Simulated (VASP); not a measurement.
A run of VASP 6.6.1:

The input INCAR:

```
PREC = Accurate
ENCUT = 520
EDIFF = 1E-7
ISMEAR = -1
SIGMA = 0.1
LREAL = False
LASPH = True
NELM = 80
ALGO = Normal
ISIF = 2
LWAVE = False
LCHARG = False
GGA = RE
NBANDS = 21
```

The input KPOINTS:

```
Automatic mesh
0
Gamma
  11 11 6
```

File POSCAR:

```
Pb
1.0
    3.5887076659      0.0000000000      0.0000000000
   -1.7943538330      3.1079120054      0.0000000000
    0.0000000000      0.0000000000      5.8835305524
Pb
2
Direct
    0.3333333333      0.6666666667      0.2500000000
    0.6666666667      0.3333333333      0.7500000000
```

Potentials or basis: VASP PAW PBE potentials, release 64 (Pb_d).

Launch:

```console
$ cat potpaw_PBE.64/Pb_d/POTCAR > POTCAR
$ mpirun -np 1 vasp_std > vasp.out
```

Hardware: 1 thread of Intel(R) Xeon(R) Platinum 8259CL CPU @ 2.50GHz (Skylake/Cascade Lake), on a shared host.

Estimate the wall time of this run.

Wall time 54 s on 1 thread of Intel(R) Xeon(R) Platinum 8259CL CPU @ 2.50GHz (Skylake/Cascade Lake), on a shared host, peak memory 0.22 GiB. Counts: scf iterations 11, k points 64.
